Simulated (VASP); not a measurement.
Set up this calculation in VASP 6.6.1, as the native input.

| Quantity | Value |
| --- | --- |
| Task | single point |
| Functional | PBE |
| Potentials or basis | VASP PAW PBE potentials, release 64 (Y_sv, Cu, S) |
| Cutoff | 600 eV |
| k mesh | 6 × 6 × 4 |
| Occupations | fermi-dirac, width 0.1 eV |
| Spin | no spin polarisation |
| Dipole correction | no |
| Further INCAR settings | ALGO = Normal; EDIFF = 1e-06; NBANDS = 30 |

The structure of YCu2S2 lies in POSCAR:

```
YCu2S2
1.0
    3.9274043200      0.0000000000      0.0000000000
   -1.9637021600      3.4012319100      0.0000000000
    0.0000000000      0.0000000000      6.4141120000
Y Cu S
1 2 2
Direct
    0.0000000000      0.0000000000      0.0000000000
    0.6666666700      0.3333333300      0.6583610000
    0.3333333300      0.6666666700      0.3416390000
    0.6666666700      0.3333333300      0.2673940000
    0.3333333300      0.6666666700      0.7326060000
```

The input as run:

INCAR

```
SYSTEM = YCu2S2
PREC = Accurate
ENCUT = 600
EDIFF = 1E-6
ISMEAR = -1
SIGMA = 0.1
LREAL = .FALSE.
LASPH = .TRUE.
NELM = 120
ALGO = Normal
ISIF = 2
LWAVE = .FALSE.
LCHARG = .TRUE.
GGA = PE
LELF = .TRUE.
LVHAR = .TRUE.
NBANDS = 30
GGA_COMPAT = .FALSE.
```

KPOINTS

```
regular mesh
0
G
  6 6 4
  0 0 0
```

Potentials or basis: VASP PAW PBE potentials, release 64 (Y_sv, Cu, S).

Launch:

```bash
$ cat potpaw_PBE.64/Y_sv/POTCAR potpaw_PBE.64/Cu/POTCAR potpaw_PBE.64/S/POTCAR > POTCAR
$ mpirun -np 1 vasp_std > vasp.out
```

It gave:

```
Pressure               : 0.6 GPa
Largest force          : 0.064 eV/Å
Band gap on the k mesh : zero (an odd number of electrons rules out a gap without spin polarisation)
```

Wall time 2.8 min on 1 thread of AMD EPYC 7571, with other jobs on the host, peak memory 0.26 GiB.
